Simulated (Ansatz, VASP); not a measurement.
**Two plane-wave programs on B2AsH2**

```
B H As
1.0
     4.02277    0.00000    0.00000
    -2.01138    3.48382    0.00000
     0.00000    0.00000    4.06677
B H As
2 2 1
Direct
  0.33333 0.66667 0.77824
  0.66667 0.33333 0.22176
  0.00000 0.00000 0.87789
  0.00000 0.00000 0.12211
  0.00000 0.00000 0.50000
```

Change from the starting cell: species swapped into the K2PtC2 type (P-3m1, No. 164).

Alike in both runs: task relaxation of cell and atoms; functional PBE; k mesh 6 × 6 × 4; occupations gaussian, width 0.1 eV; no spin polarisation.

|  | VASP | Ansatz |
| --- | --- | --- |
| version | VASP 6.6.1 | Ansatz 0.2.0 |
| potentials or method | VASP PAW PBE potentials, release 64 (B, H, As_d), cutoff 560 eV | scalar-relativistic, plane waves, PAW |
| valence electrons in the cell | 23 | 23 |

```tsv
	VASP	Ansatz	Ansatz less VASP
gap on the k mesh at the Fermi level, each at its own relaxed structure (eV)	none	none	-
relaxed volume (Å³/atom)	13.43	16.71	+3.283
relaxed length of the cell vector where the two differ most in proportion (Å)	6.564	8.781	+2.2171
```

A gap of «none» marks a metal or a gap that the smearing closes. One of these differences is far larger than is usual between the two programs; its cause wasn't traced.

The k mesh is coarse, so the values compare programs but aren't converged. Noted on VASP's run: the volume moved by over 15 % at a fixed basis, so the end points are rough.
